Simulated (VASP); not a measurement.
# O in VASP: further runs

O is run at these levels: PBE+D3(BJ); tasks: single point.

Program: VASP 6.6.1. These are calculated values, not measurements. Logs are shortened: lines on timing, memory, paths and dates and some standing lists are left out, and cuts for length are marked.

## 1. The cell of the first run

The cell holds a disordered packing, 20 atoms: a = 8.026 Å, b = 8.026 Å, c = 8.026 Å, α = 90.00°, β = 90.00°, γ = 90.00°.

## 2. Single point, PBE+D3(BJ), collinear spin, ferromagnetic start

INCAR

```
SYSTEM = O
ALGO     = Normal         ! electronic algorithm
EDIFF    = 1E-7           ! SCF threshold, eV
ENCUT    = 520            ! plane-wave cutoff, eV
GGA      = PE             ! functional
ISIF     = 2              ! what is computed and relaxed
ISMEAR   = -1             ! smearing method
ISPIN    = 2              ! spin polarisation
IVDW     = 12             ! dispersion correction
LASPH    = .True.         ! aspherical terms in the spheres
LCHARG   = .False.        ! write CHGCAR
LORBIT   = 11             ! projections on sites
LREAL    = Auto         
LWAVE    = .False.        ! write WAVECAR
MAGMOM   = 1 1 1 1 1 1 1 1 1 1 1 1 1 1 1 1 1 1 1 1 ! initial moments
NBANDS   = 80             ! bands
NELM     = 150            ! most SCF steps
PREC     = Accurate       ! precision mode
SIGMA    = 0.02           ! smearing width, eV
```

KPOINTS

```
k-points
0
Gamma
  1 1 1
  0 0 0
```

POSCAR

```
O
1.0
    8.0259570000      0.0000000000      0.0000000000
    0.0000000000      8.0259570000      0.0000000000
    0.0000000000      0.0000000000      8.0259570000
O
20
Direct
    0.5773395160      0.7063351076      0.8465895427
    0.6133064268      0.6934230549      0.6995036148
    0.9813899757      0.3387553139      0.5550460410
    0.8685699115      0.3212523507      0.4545437498
    0.0087558474      0.7464178724      0.7526743227
    0.1431245784      0.7627903276      0.8222369522
    0.6699984902      0.3469383371     -0.0109407665
    0.6253306114      0.3870192717      0.1284107919
    0.3061852445      0.5751796295      0.2557648320
    0.3929654694      0.5873255553      0.3798181009
    0.0404059081      0.2232042024      1.0656152034
    0.0259804637      0.1801192034      0.9203469596
    0.3995890809      0.0405428684      0.9910974629
    0.4187024209      0.0705737367      0.8434535747
    0.9358833959      0.6812327555      0.2969486824
    0.9277506058      0.6512139609      0.1479426898
    0.6490549904      0.9538876738      0.3729238439
    0.7167049223      1.0057060130      0.2473696920
    0.2323365471      0.9713592235      0.4618529489
    0.2792957933      1.1041501417      0.4051178609
```

Potentials or basis: VASP PAW PBE potentials, release 64 (O).

Command:

```sh
$ cat potpaw_PBE.64/O/POTCAR > POTCAR
$ mpirun -np 1 vasp_gam > vasp.out
```

OUTCAR:

```text
SYSTEM = O
   EDIFF = 1E-7
   ENCUT = 520
   GGA = PE
   ISIF = 2
   ISMEAR = -1
   ISPIN = 2
   IVDW = 12
   LASPH = .True.
   LORBIT = 11
   LREAL = Auto
   NELM = 150
   PREC = Accurate
 IVDW          = 12

 ion  position               nearest neighbor table
   1  0.577  0.706  0.847-   2 1.22
   2  0.613  0.693  0.700-   1 1.22
   3  0.981  0.339  0.555-   4 1.22
   4  0.869  0.321  0.455-   3 1.22
   5  0.009  0.746  0.753-   6 1.22
   6  0.143  0.763  0.822-   5 1.22
[... 12 lines left out ...]
  19  0.232  0.971  0.462-  20 1.22
  20  0.279  0.104  0.405-  19 1.22

  LATTYP: Found a simple cubic cell.
 ALAT       =     8.0259570000

  Lattice vectors:

 A1 = (   8.0259570000,   0.0000000000,   0.0000000000)
 A2 = (   0.0000000000,   8.0259570000,   0.0000000000)
 A3 = (   0.0000000000,   0.0000000000,   8.0259570000)

Analysis of symmetry for initial positions (statically):
=====================================================================
 Subroutine PRICEL returns:
 Original cell was already a primitive cell.

 Routine SETGRP: Setting up the symmetry group for a
 simple cubic supercell.

 Subroutine GETGRP returns: Found  1 space group operations
 (whereof  1 operations were pure point group operations)
 out of a pool of 48 trial point group operations.

The static configuration has the point symmetry C_1 .

Analysis of symmetry for dynamics (positions and initial velocities):
=====================================================================
 Subroutine PRICEL returns:
 Original cell was already a primitive cell.

 Routine SETGRP: Setting up the symmetry group for a
 simple cubic supercell.

 Subroutine GETGRP returns: Found  1 space group operations
 (whereof  1 operations were pure point group operations)
 out of a pool of 48 trial point group operations.

The dynamic configuration has the point symmetry C_1 .

Analysis of structural, dynamic, and magnetic symmetry:
=====================================================================
 Subroutine PRICEL returns:
 Original cell was already a primitive cell.

 Routine SETGRP: Setting up the symmetry group for a
 simple cubic supercell.

 Subroutine GETGRP returns: Found  1 space group operations
 (whereof  1 operations were pure point group operations)
 out of a pool of 48 trial point group operations.

The overall configuration has the point symmetry C_1 .

 Subroutine INISYM returns: Found  1 space group operations
 (whereof  1 operations are pure point group operations),
 and found     1 'primitive' translations

----------------------------------------------------------------------------------------

                                     Primitive cell

  volume of cell :     516.9999

  direct lattice vectors                    reciprocal lattice vectors
     8.025957000  0.000000000  0.000000000     0.124595734  0.000000000  0.000000000
     0.000000000  8.025957000  0.000000000     0.000000000  0.124595734  0.000000000
     0.000000000  0.000000000  8.025957000     0.000000000  0.000000000  0.124595734

  length of vectors
     8.025957000  8.025957000  8.025957000     0.124595734  0.124595734  0.124595734

  position of ions in fractional coordinates (direct lattice)
     0.577339516  0.706335108  0.846589543
     0.613306427  0.693423055  0.699503615
     0.981389976  0.338755314  0.555046041
     0.868569912  0.321252351  0.454543750
     0.008755847  0.746417872  0.752674323
     0.143124578  0.762790328  0.822236952
[... 12 lines left out ...]
     0.232336547  0.971359224  0.461852949
     0.279295793  0.104150142  0.405117861

  ion indices of the primitive-cell ions
   primitive index   ion index
                 1           1
                 2           2
                 3           3
                 4           4
                 5           5
                 6           6
[... 12 lines left out ...]
                19          19
                20          20

----------------------------------------------------------------------------------------

 KPOINTS: k-points

Automatic generation of k-mesh.
 Grid dimensions read from file:
 generate k-points for:    1    1    1

 Generating k-lattice:

  Cartesian coordinates                     Fractional coordinates (reciprocal lattice)
     0.124595734  0.000000000  0.000000000     1.000000000  0.000000000  0.000000000
     0.000000000  0.124595734  0.000000000     0.000000000  1.000000000  0.000000000
     0.000000000  0.000000000  0.124595734     0.000000000  0.000000000  1.000000000

  Length of vectors
     0.124595734  0.124595734  0.124595734

  Shift w.r.t. Gamma in fractional coordinates (k-lattice)
     0.000000000  0.000000000  0.000000000

 Subroutine IBZKPT returns following result:
 ===========================================

 Found      1 irreducible k-points:

 Following reciprocal coordinates:
            Coordinates               Weight
  0.000000  0.000000  0.000000      1.000000
   k-points           NKPTS =      1   k-points in BZ     NKDIM =      1   number of bands    NBANDS=     80
   number of dos      NEDOS =    301   number of ions     NIONS =     20
   total plane-waves  NPLWV = 216000
   dimension x,y,z NGX =    60 NGY =   60 NGZ =   60
   dimension x,y,z NGXF=   120 NGYF=  120 NGZF=  120
   ions per type =              20
   NGX,Y,Z   is equivalent  to a cutoff of  12.43, 12.43, 12.43 a.u.
   NGXF,Y,Z  is equivalent  to a cutoff of  24.86, 24.86, 24.86 a.u.
 SYSTEM =  O
   PREC   = accura    normal or accurate (medium, high low for compatibility)
   ISTART =      0    job   : 0-new  1-cont  2-samecut
   ICHARG =      2    charge: 1-file 2-atom 10-const
   ISPIN  =      2    spin polarized calculation?
   LNONCOLLINEAR =      F non collinear calculations
   LSORBIT =      F    spin-orbit coupling
   LASPH  =      T    aspherical Exc in radial PAW
   ENCUT  =  520.0 eV  38.22 Ry    6.18 a.u.  14.92 14.92 14.92*2*pi/ulx,y,z
   NELM   =    150;   NELMIN=  2; NELMDL= -5     # of ELM steps
   EDIFF  = 0.1E-06   stopping-criterion for ELM
   LREAL  =      T    real-space projection
   EDIFFG = 0.1E-05   stopping-criterion for IOM
   NSW    =      0    number of steps for IOM
   IBRION =     -1    ionic relax: 0-MD 1-quasi-New 2-CG
   NFREE  =      0    steps in history (QN), initial steepest desc. (CG)
   ISIF   =      2    stress and relaxation
   ISYM   =      2    0-nonsym 1-usesym 2-fastsym
   POTIM  = 0.5000    time-step for ionic-motion
   TEBEG  =    0.0;   TEEND  =   0.0 temperature during run
   PSTRESS=    0.0 pullay stress
   NELECT =     120.0000    total number of electrons
   NUPDOWN=      -1.0000    fix difference up-down
   EMIN   =  10.00;   EMAX   =-10.00  energy-range for DOS
   EFERMI =   0.00;   METHOD = LEGACY
   ISMEAR =    -1;   SIGMA  =   0.02  broadening in eV -4-tet -1-fermi 0-gaus
   EFERMI_NEDOS =   21; number of points for ismear=-14 and -15
   IALGO  =     38    algorithm
   IMIX   =      4    mixing-type and parameters
     AMIX     =   0.40;   BMIX     =  1.00
     AMIX_MAG =   1.60;   BMIX_MAG =  1.00
  volume/ion in A,a.u.               =      25.85       174.44
  Fermi-wavevector in a.u.,A,eV,Ry     =   1.006094  1.901241 13.772150  1.012224
  Thomas-Fermi vector in A             =   2.138814
   LORBIT       =     11    0 simple, 1 ext, 2 COOP (PROOUT), +10 PAW based schemes
   GGA     = PE    functional components
   LHFCALC =     F    Hartree Fock is set to
   AEXX    =    0.0000 exact exchange contribution
   IVDW    =    12    specifies the selected vdW correction
   LEPSILON=     F    determine dielectric tensor
   LRPA    =     F    only Hartree local field effects (RPA)
 spin polarized calculation
  energy-cutoff  :      520.00
  volume of cell :      517.00
 maximum number of plane-waves:      6975
 NGX is ok and might be reduce to    60
   NGX = 29   NGY = 29   NGZ = 29

 number of electron     120.0000034 magnetization      20.0000016

 Free energy of the ion-electron system (eV)
  ---------------------------------------------------
  ext. energy  EPLUGINS =         0.00000000
  ---------------------------------------------------
  free energy    TOTEN  =       -98.92583906 eV

  energy without entropy =      -98.92583906  energy(sigma->0) =      -98.92583906

 E-fermi :  -3.4571     XC(G=0):  -5.7956

 val. band max:       -3.9815639740   @ k =   0.0000   0.0000   0.0000
 cond. band min:      -2.0628547495   @ k =   0.0000   0.0000   0.0000
 fundamental gap:      1.9187092245
 Fermi energy:        -3.4571133238

 spin component 1

 k-point     1 :       0.0000    0.0000    0.0000
  band No.  band energies     occupation
      1     -30.1137      1.00000
      2     -30.0866      1.00000
      3     -30.0773      1.00000
      4     -30.0618      1.00000
      5     -30.0282      1.00000
      6     -30.0212      1.00000
[... 64 lines left out ...]
     71       2.0376      0.00000
     72       3.0497      0.00000
 Fermi energy:        -3.4571133238

 spin component 2

 k-point     1 :       0.0000    0.0000    0.0000
  band No.  band energies     occupation
      1     -28.9111      1.00000
      2     -28.8828      1.00000
      3     -28.8729      1.00000
      4     -28.8571      1.00000
      5     -28.8233      1.00000
      6     -28.8144      1.00000
[... 64 lines left out ...]
     71       2.3443      0.00000
     72       3.4850      0.00000
 [bands above 72 left out]

------------------------ aborting loop because EDIFF is reached ----------------------------------------

 Edisp (eV)   -0.55788

 E8    (eV) :    -0.1270

  FORCE on cell =-STRESS in cart. coord.  units (eV):
  Direction    XX          YY          ZZ          XY          YZ          ZX
  --------------------------------------------------------------------------------------
  -------------------------------------------------------------------------------------
  Total       1.98282     0.78425     7.12432     0.58610     0.11964     0.23635
  in kB       6.14475     2.43039    22.07819     1.81631     0.37076     0.73246
  external pressure =       10.22 kB  Pullay stress =        0.00 kB

 VOLUME and BASIS-vectors are now :
 -----------------------------------------------------------------------------
  energy-cutoff  :      520.00
  volume of cell :      517.00
      direct lattice vectors                 reciprocal lattice vectors
     8.025957000  0.000000000  0.000000000     0.124595734  0.000000000  0.000000000
     0.000000000  8.025957000  0.000000000     0.000000000  0.124595734  0.000000000
     0.000000000  0.000000000  8.025957000     0.000000000  0.000000000  0.124595734

 POSITION                                       TOTAL-FORCE (eV/Angst)
 -----------------------------------------------------------------------------------
      4.63370      5.66902      6.79469        -0.230726      0.085762      0.977355
      4.92237      5.56538      5.61419         0.234286     -0.095761     -0.985152
      7.87659      2.71884      4.45478         0.688725      0.124368      0.621268
      6.97110      2.57836      3.64815        -0.691805     -0.113849     -0.605070
      0.07027      5.99072      6.04093        -0.767018     -0.093671     -0.395760
      1.14871      6.12212      6.59924         0.774829      0.080077      0.382600
[... 12 lines left out ...]
      1.86472      7.79609      3.70681        -0.348608     -0.952692      0.399082
      2.24162      0.83590      3.25146         0.336897      0.965762     -0.410672
 -----------------------------------------------------------------------------------
    total drift:                                0.005689      0.005525      0.011652

  FREE ENERGIE OF THE ION-ELECTRON SYSTEM (eV)
  ---------------------------------------------------
  free  energy   TOTEN  =       -99.4837193607 eV

  energy  without entropy=      -99.4837193607  energy(sigma->0) =      -99.48371936

 total charge

# of ion       s       p       d       tot
------------------------------------------
    1        1.611   3.298   0.000   4.909
    2        1.612   3.294   0.000   4.906
    3        1.612   3.294   0.000   4.906
    4        1.612   3.295   0.000   4.906
    5        1.612   3.292   0.000   4.904
    6        1.611   3.293   0.000   4.905
[... 12 lines left out ...]
   19        1.611   3.298   0.000   4.909
   20        1.612   3.297   0.000   4.908
--------------------------------------------------
tot         32.231  65.922   0.000  98.153

 magnetization (x)

# of ion       s       p       d       tot
------------------------------------------
    1        0.010   0.796   0.000   0.806
    2        0.010   0.801   0.000   0.811
    3        0.010   0.799   0.000   0.810
    4        0.010   0.799   0.000   0.810
    5        0.010   0.799   0.000   0.809
    6        0.010   0.799   0.000   0.810
[... 12 lines left out ...]
   19        0.010   0.798   0.000   0.808
   20        0.010   0.800   0.000   0.811
--------------------------------------------------
tot          0.206  15.975   0.000  16.181
```

Wall time 2.5 min (1 thread of Intel Xeon Platinum 8259CL at 2.50GHz (Skylake/Cascade Lake), shared host); peak memory 0.59 GiB.

Results:

```
Free energy                                           : -99.4837 eV
Pressure                                              : 1.0 GPa
Largest force                                         : 1.149 eV/Å
Net moment                                            : 20.00 μB per cell
Site moments                                          : O +0.81 μB
Valence electrons inside the program's atomic spheres : O 4.91, 4.90 (each value once)
Dispersion energy per atom                            : -0.028 eV
```

Forces in eV/Å, atoms in the order of the input:
```
O   -0.231  0.086  0.977
O    0.234 -0.096 -0.985
O    0.689  0.124  0.621
O   -0.692 -0.114 -0.605
O   -0.767 -0.094 -0.396
O    0.775  0.080  0.383
O    0.335 -0.300 -1.040
O   -0.330  0.303  1.043
O   -0.600 -0.083 -0.867
O    0.602  0.082  0.873
O    0.079  0.248  0.825
O   -0.079 -0.254 -0.808
O   -0.136 -0.206  1.019
O    0.139  0.205 -1.037
O    0.042  0.171  0.821
O   -0.047 -0.164 -0.819
O   -0.516 -0.385  0.951
O    0.514  0.383 -0.946
O   -0.349 -0.953  0.399
O    0.337  0.966 -0.411
```

Caveat: the k points lie up to 0.78 Å⁻¹ apart; the standard files for N, O and F lose accuracy on very short bonds.

(Continued in part 2 of 3.)
